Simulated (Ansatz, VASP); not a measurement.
TaN in VASP and in Ansatz

```
CELL_PARAMETERS angstrom
2.91733 0.00000 0.00000
-1.45867 2.52648 0.00000
0.00000 0.00000 5.91558
ATOMIC_POSITIONS crystal
Ta 0.00000 0.00000 0.00000
Ta 0.00000 0.00000 0.50000
N 0.33333 0.66667 0.25000
N 0.66667 0.33333 0.75000
```

Alike in both runs: functional PBE; k mesh 11 × 11 × 6; occupations fermi-dirac, width 0.08 eV; no spin polarisation.

Ansatz relaxed the structure, and its values are those at the end. VASP's run is a single point on that final structure, the one shown.

|  | VASP | Ansatz |
| --- | --- | --- |
| version | VASP 6.6.1 | Ansatz 0.2.0 |
| potentials or method | VASP PAW PBE potentials, release 64 (Ta_pv, N) | PAW with Ansatz's default frozen-core files, scalar-relativistic |
| plane-wave cutoff (eV) | 520 | 420 |
| valence electrons in the cell | 32 | 36 |

VASP gave:

```
pressure (GPa) : 0.7
```

Question: What did Ansatz give for the same quantities?

Answer: Pressure (GPa): 0.0.

VASP's potentials hold 32 valence electrons a cell and Ansatz's 36, so a difference there can come from the potentials and not from the codes.

Spin-orbit coupling is off throughout.
